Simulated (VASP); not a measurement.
Wanted: the native input for a VASP 6.6.1 run.

```yaml
Task: single point
Functional: PBE
Potentials_or_basis: VASP PAW PBE potentials, release 64 (Ge_d, Sb, Te)
Cutoff: 520 eV
k_mesh: 9 × 9 × 3
Occupations: gaussian, width 0.03 eV
Spin: no spin polarisation
Dipole_correction: no
Further_INCAR_settings: ALGO = Normal; EDIFF = 1e-06; NBANDS = 33
```

The structure of GeSb2Te4 lies in POSCAR:

```
GeSb2Te4
1.0
   -4.2977010893      0.0000000000      0.0000000000
   -2.1488505447     -3.7219183212      0.0000000000
    1.6118527936      0.9306036442     14.1302728042
Ge Sb Te
1 2 4
Direct
    0.5539913557      0.5539913557      0.2073377777
    0.3616809684      0.3616809684      0.7713543595
    0.9571664277      0.9571664277      0.4866674886
    0.8623890735      0.8623890735      0.1076086130
    0.0586119865      0.0586119865      0.8923956264
    0.6587678470      0.6587678470      0.6263878696
    0.2596025861      0.2596025861      0.3630952651
```

The input as run:

INCAR

```
SYSTEM = GeSb2Te4
ALGO     = Normal         ! electronic algorithm
EDIFF    = 1E-6           ! SCF threshold, eV
ENCUT    = 520            ! plane-wave cutoff, eV
GGA      = PE             ! functional
ISIF     = 2              ! what is computed and relaxed
ISMEAR   = 0              ! smearing method
LASPH    = .True.         ! aspherical terms in the spheres
LCHARG   = .False.        ! write CHGCAR
LREAL    = .False.        ! projectors in reciprocal space
LWAVE    = .False.        ! write WAVECAR
NBANDS   = 33             ! bands
NELM     = 80             ! most SCF steps
PREC     = Accurate       ! precision mode
SIGMA    = 0.03           ! smearing width, eV
```

KPOINTS

```
k-points
0
Gamma
  9 9 3
  0 0 0
```

Potentials or basis: VASP PAW PBE potentials, release 64 (Ge_d, Sb, Te).

Launch:

```sh
$ cat potpaw_PBE.64/Ge_d/POTCAR potpaw_PBE.64/Sb/POTCAR potpaw_PBE.64/Te/POTCAR > POTCAR
$ mpirun -np 1 vasp_std > vasp.out
```

Results of the run:

```yaml
Pressure: 0.1 GPa
Largest_force: 0.122 eV/Å
Band_gap_on_the_k_mesh: 0.27 eV, indirect (least direct gap 0.32 eV)
```

Caveat: spin-orbit coupling is left out, which moves the levels of the heavy elements; this functional lacks dispersion, which binds the layers, so the pressure and a relaxed spacing across them are unreliable.

Wall time 7.4 min on 1 thread of Intel(R) Xeon(R) Platinum 8259CL CPU @ 2.50GHz (Skylake/Cascade Lake) (shared host), peak memory 0.66 GiB.
